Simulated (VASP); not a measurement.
Crystal: SnSe2.

```
Sn Se
1.0
     3.90987    0.00000    0.00000
    -1.95493    3.38604    0.00000
     0.00000    0.00000    7.26363
Sn Se
1 2
Direct
  0.00000 0.00000 0.00000
  0.33333 0.66667 0.22167
  0.66667 0.33333 0.77833
```

| Property | Result |
| --- | --- |
| Program | VASP 6.6.1 |
| Task | relaxation of shape and atoms at fixed volume |
| Functional | PBE |
| Potentials or basis | VASP PAW PBE potentials, release 64 (Sn_d, Se) |
| Cutoff | 600 eV |
| k mesh | 12 × 12 × 4 |
| Occupations | gaussian, width 0.02 eV |
| Spin | no spin polarisation |

At the start: pressure -1.4 GPa; volume 32.05 Å³/atom.

Q: Where does the relaxation end?

A: Over 7 steps the energy falls by 3.6 meV/atom; space group P-3m1 (No. 164, to 0.1 Å) before and after.

The path:
| step | energy change (eV) | largest force (eV/Å) | pressure (GPa) | volume (Å³) |
| --- | --- | --- | --- | --- |
| 1 | 0.0000 | 0.2216 | -1.36 | 96.16 |
| 2 | -0.0040 | 0.1393 | -1.08 | 96.16 |
| 3 | -0.0070 | 0.0084 | -0.57 | 96.16 |
| 4 | -0.0097 | 0.0027 | -0.36 | 96.16 |
| 5 | -0.0108 | 0.0157 | -0.14 | 96.16 |
| 6 | -0.0108 | 0.0165 | -0.13 | 96.16 |
| 7 | -0.0108 | 0.0011 | -0.08 | 96.16 |

Final structure:
```
Sn Se
1.0
     3.87328    0.00000    0.00000
    -1.93664    3.35436    0.00000
     0.00000    0.00000    7.40151
Sn Se
1 2
Direct
  0.00000 0.00000 0.00000
  0.33333 0.66667 0.21562
  0.66667 0.33333 0.78438
```

Caveat: this functional lacks dispersion, which binds layers or chains, so the pressure and a relaxed spacing across them are unreliable.
